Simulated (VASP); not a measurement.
# Ge (I4_1/amd) in VASP: settings compared, part 2 of 2

VASP 6.6.1.

## 3. Single point, LDA (volume scaled by 0.94)

The input, INCAR:

```
PREC     = Accurate       # precision mode
ENCUT    = 520            # plane-wave cutoff, eV
EDIFF    = 1E-7           # SCF threshold, eV
ISMEAR   = -1             # smearing method
SIGMA    = 0.05           # smearing width, eV
LREAL    = F              # projectors in reciprocal space
LASPH    = T              # aspherical terms in the spheres
NELM     = 100            # most SCF steps
ALGO     = Normal         # electronic algorithm
ISIF     = 2              # what is computed and relaxed
LWAVE    = F              # write WAVECAR
LCHARG   = T              # write CHGCAR
GGA      = CA             # functional
LELF     = T              # ELF
LVHAR    = T            
NBANDS   = 21             # bands
```

The input, KPOINTS:

```
regular mesh
0
Gamma
  11 11 11
```

The input, POSCAR:

```
Ge
1.0
   -2.5219343658      2.5219343658      1.3688860134
    2.5219343658     -2.5219343658      1.3688860134
    2.5219343658      2.5219343658     -1.3688860134
Ge
2
Direct
    0.5000000000      0.5000000000      0.0000000000
    0.2500000000      0.7500000000      0.5000000000
```

Potentials or basis: VASP PAW LDA potentials, release 64 (Ge_d).

The run is started by

```sh
$ cat potpaw_LDA.64/Ge_d/POTCAR > POTCAR
$ mpirun -np 1 vasp_std > vasp.out
```

OUTCAR:

```text
PREC = Accurate
   ENCUT = 520
   EDIFF = 1E-7
   ISMEAR = -1
   LREAL = F
   LASPH = T
   NELM = 100
   ISIF = 2
   GGA = CA

 ion  position               nearest neighbor table
   1  0.500  0.500  0.000-   2 2.61   2 2.61   2 2.61   2 2.61
   2  0.250  0.750  0.500-   1 2.61   1 2.61   1 2.61   1 2.61

  LATTYP: Found a body centered tetragonal cell.
 ALAT       =     5.0438687316
 C/A-ratio  =     0.5427920853

  Lattice vectors:

 A1 = (  -2.5219343658,   2.5219343658,   1.3688860134)
 A2 = (   2.5219343658,  -2.5219343658,   1.3688860134)
 A3 = (   2.5219343658,   2.5219343658,  -1.3688860134)

Analysis of symmetry for initial positions (statically):
=====================================================================
 Subroutine PRICEL returns:
 Original cell was already a primitive cell.

 Routine SETGRP: Setting up the symmetry group for a
 body centered tetragonal supercell.

 Subroutine GETGRP returns: Found 16 space group operations
 (whereof  8 operations were pure point group operations)
 out of a pool of 16 trial point group operations.

The static configuration has the point symmetry D_2d.
[... 152 lines left out ...]
 number of electron      27.9999990 magnetization

 Free energy of the ion-electron system (eV)
  ---------------------------------------------------
  ext. energy  EPLUGINS =         0.00000000
  ---------------------------------------------------
  free energy    TOTEN  =       -10.02272448 eV

  energy without entropy =      -10.01503507  energy(sigma->0) =      -10.01887978

 E-fermi :   7.2700     XC(G=0): -11.9251

 val. band max:        7.2630010061   @ k =  -0.1818  -0.4545   0.0909
 cond. band min:       7.2739223450   @ k =  -0.1818  -0.1818   0.0909
 fundamental gap:      0.0109213389
 Fermi energy:         7.2700362355

 k-point     1 :       0.0000    0.0000    0.0000
  band No.  band energies     occupation
      1     -17.6738      2.00000
      2     -17.6194      2.00000
      3     -17.5868      2.00000
      4     -17.5831      2.00000
      5     -17.4550      2.00000
      6     -17.4550      2.00000
[... 565 lines left out ...]
     20      19.8726      0.00000
     21      20.3624      0.00000

 [... further k-points ...]
[... 5 lines left out ...]
  --------------------------------------------------------------------------------------
  -------------------------------------------------------------------------------------
  Total        0.5964707      0.5964707      0.5716536      0.0000000      0.0000000      0.0000000
  in kB       27.4413117     27.4413117     26.2995733      0.0000000      0.0000000      0.0000000
  external PRESSURE =      27.0607323 kB  Pullay stress =       0.0000000 kB

 VOLUME and BASIS-vectors are now :
 -----------------------------------------------------------------------------
  energy-cutoff  :      520.00
  volume of cell :       34.83
      direct lattice vectors                 reciprocal lattice vectors
    -2.521934366  2.521934366  1.368886013     0.000000000  0.198260513  0.365260508
     2.521934366 -2.521934366  1.368886013     0.198260513  0.000000000  0.365260508
     2.521934366  2.521934366 -1.368886013     0.198260513  0.198260513  0.000000000

 POSITION                                       TOTAL-FORCE (eV/Angst)
 -----------------------------------------------------------------------------------
      0.00000      0.00000      1.36889        -0.000000      0.000000      0.000000
      2.52193      0.00000      0.68444         0.000000     -0.000000     -0.000000
 -----------------------------------------------------------------------------------
    total drift:                                0.000000     -0.000000      0.000000

  FREE ENERGIE OF THE ION-ELECTRON SYSTEM (eV)
  ---------------------------------------------------
  free  energy   TOTEN  =       -10.0227244840 eV

  energy  without entropy=      -10.0150350724  energy(sigma->0) =      -10.01887978
```

OSZICAR:

```text
N       E                     dE             d eps       ncg     rms          rms(c)
DAV:   1     0.174937229603E+03    0.17494E+03   -0.14108E+04  6002   0.386E+03
DAV:   2     0.131286824868E+02   -0.16181E+03   -0.15670E+03  5322   0.589E+02
DAV:   3    -0.945328619518E+01   -0.22582E+02   -0.22382E+02  6005   0.132E+02
DAV:   4    -0.100626120134E+02   -0.60933E+00   -0.60890E+00  6000   0.252E+01
DAV:   5    -0.100712822676E+02   -0.86703E-02   -0.86701E-02  5924   0.323E+00    0.245E+00
DAV:   6    -0.100383994505E+02    0.32883E-01   -0.21376E-02  7222   0.246E+00    0.135E+00
DAV:   7    -0.100231269471E+02    0.15273E-01   -0.14122E-02  7226   0.167E+00    0.114E-01
DAV:   8    -0.100227245908E+02    0.40236E-03   -0.19542E-03  6620   0.797E-01    0.459E-02
DAV:   9    -0.100227247079E+02   -0.11710E-06   -0.46099E-05  6458   0.867E-02    0.106E-02
DAV:  10    -0.100227244960E+02    0.21198E-06   -0.33260E-06  7373   0.264E-02    0.215E-03
DAV:  11    -0.100227244840E+02    0.11986E-07   -0.89690E-08  4065   0.440E-03
   1 F= -.10022724E+02 E0= -.10018880E+02  d E =-.768941E-02
```

Run time: 41 s. Hardware: 1 thread of Intel Xeon Platinum 8488C (Sapphire Rapids), shared host; peak memory 0.18 GiB.

What came out:

* Free energy: -10.0227 eV
* Pressure: 2.7 GPa
* Band gap on the k mesh: zero (band 14 reaches 9.11 eV, above the bottom of band 15 at 4.04 eV)

## 4. Single point, LDA (volume scaled by 0.96)

The input, INCAR:

```
SYSTEM = Ge
PREC = Accurate
ENCUT = 520
EDIFF = 1E-6
ISMEAR = -1
SIGMA = 0.05
LREAL = .FALSE.
LASPH = .TRUE.
NELM = 100
ALGO = Normal
ISIF = 2
LWAVE = .FALSE.
LCHARG = .FALSE.
GGA = CA
NBANDS = 21
```

The input, KPOINTS:

```
Automatic mesh
0
G
  11 11 11
  0 0 0
```

The input, POSCAR:

```
Ge
1.0
   -2.5396950521      2.5396950521      1.3785263734
    2.5396950521     -2.5396950521      1.3785263734
    2.5396950521      2.5396950521     -1.3785263734
Ge
2
Direct
    0.5000000000      0.5000000000      0.0000000000
    0.2500000000      0.7500000000      0.5000000000
```

Potentials or basis: VASP PAW LDA potentials, release 64 (Ge_d).

The run is started by

```sh
$ cat potpaw_LDA.64/Ge_d/POTCAR > POTCAR
$ mpirun -np 1 vasp_std > vasp.out
```

OUTCAR:

```text
SYSTEM = Ge
   PREC = Accurate
   ENCUT = 520
   EDIFF = 1E-6
   ISMEAR = -1
   LREAL = .FALSE.
   LASPH = .TRUE.
   NELM = 100
   ISIF = 2
   GGA = CA

 ion  position               nearest neighbor table
   1  0.500  0.500  0.000-   2 2.63   2 2.63   2 2.63   2 2.63
   2  0.250  0.750  0.500-   1 2.63   1 2.63   1 2.63   1 2.63

  LATTYP: Found a body centered tetragonal cell.
 ALAT       =     5.0793901042
 C/A-ratio  =     0.5427920853

  Lattice vectors:

 A1 = (  -2.5396950521,   2.5396950521,   1.3785263734)
 A2 = (   2.5396950521,  -2.5396950521,   1.3785263734)
 A3 = (   2.5396950521,   2.5396950521,  -1.3785263734)

Analysis of symmetry for initial positions (statically):
=====================================================================
 Subroutine PRICEL returns:
 Original cell was already a primitive cell.

 Routine SETGRP: Setting up the symmetry group for a
 body centered tetragonal supercell.

[... 152 lines left out ...]
  energy-cutoff  :      520.00
  volume of cell :       35.57
 maximum number of plane-waves:       970
 NGX is ok and might be reduce to    30
   NGX = 15   NGY = 15   NGZ = 15

 number of electron      27.9999994 magnetization

 Free energy of the ion-electron system (eV)
  ---------------------------------------------------
  ext. energy  EPLUGINS =         0.00000000
  ---------------------------------------------------
  free energy    TOTEN  =       -10.03136436 eV

  energy without entropy =      -10.02345595  energy(sigma->0) =      -10.02741015

 E-fermi :   7.0141     XC(G=0): -11.8155

 val. band max:        6.9889409050   @ k =  -0.1818  -0.1818   0.0909
 cond. band min:       7.0328327674   @ k =  -0.1818  -0.4545   0.0909
 fundamental gap:      0.0438918623
 Fermi energy:         7.0140888812

 k-point     1 :       0.0000    0.0000    0.0000
  band No.  band energies     occupation
      1     -17.8934      2.00000
      2     -17.8425      2.00000
      3     -17.8101      2.00000
      4     -17.8075      2.00000
      5     -17.6875      2.00000
      6     -17.6875      2.00000
[... 565 lines left out ...]
     20      19.5021      0.00000
     21      19.9593      0.00000

 [... further k-points ...]
[... 5 lines left out ...]
  --------------------------------------------------------------------------------------
  -------------------------------------------------------------------------------------
  Total        0.1844157      0.1844157      0.1573824      0.0000000      0.0000000      0.0000000
  in kB        8.3074993      8.3074993      7.0897100      0.0000000      0.0000000      0.0000000
  external PRESSURE =       7.9015695 kB  Pullay stress =       0.0000000 kB

 VOLUME and BASIS-vectors are now :
 -----------------------------------------------------------------------------
  energy-cutoff  :      520.00
  volume of cell :       35.57
      direct lattice vectors                 reciprocal lattice vectors
    -2.539695052  2.539695052  1.378526373     0.000000000  0.196874030  0.362706155
     2.539695052 -2.539695052  1.378526373     0.196874030  0.000000000  0.362706155
     2.539695052  2.539695052 -1.378526373     0.196874030  0.196874030  0.000000000

 POSITION                                       TOTAL-FORCE (eV/Angst)
 -----------------------------------------------------------------------------------
      0.00000      0.00000      1.37853         0.000000     -0.000000      0.000000
      2.53970      0.00000      0.68926        -0.000000      0.000000     -0.000000
 -----------------------------------------------------------------------------------
    total drift:                                0.000000     -0.000000      0.000000

  FREE ENERGIE OF THE ION-ELECTRON SYSTEM (eV)
  ---------------------------------------------------
  free  energy   TOTEN  =       -10.0313643566 eV

  energy  without entropy=      -10.0234559524  energy(sigma->0) =      -10.02741015
```

Wall time 44 s (1 thread of Intel Xeon Platinum 8488C (Sapphire Rapids), shared host); peak memory 0.19 GiB.

What came out:

* Free energy: -10.0314 eV
* Pressure: 0.8 GPa
* Band gap on the k mesh: zero (band 14 reaches 8.80 eV, above the bottom of band 15 at 3.87 eV)

## 5. Summary

```tsv
level	potentials or basis	cell	k mesh	cutoff (eV)	gap on the mesh (eV)	pressure (GPa)
r2SCAN	VASP PAW PBE potentials, release 64 (Ge_d)	a = 3.900 Å, angles 97.4, 97.4, 138.0°, 2 atoms	6 × 6 × 6	550	none	0.3
LDA	VASP PAW LDA potentials, release 64 (Ge_d)	a = 3.820 Å, angles 97.4, 97.4, 138.0°, 2 atoms	11 × 11 × 11	520	none	2.7
LDA	VASP PAW LDA potentials, release 64 (Ge_d)	a = 3.847 Å, angles 97.4, 97.4, 138.0°, 2 atoms	11 × 11 × 11	520	none	0.8
```

Alike in all rows: task single point; no spin polarisation; smearing fermi-dirac 0.05 eV.

Caveats: some runs use coarse meshes; the PAW data sets were made with another functional, which shifts forces and pressure a little (some runs).

Absolute energies hang on the potentials; compare differences alone.
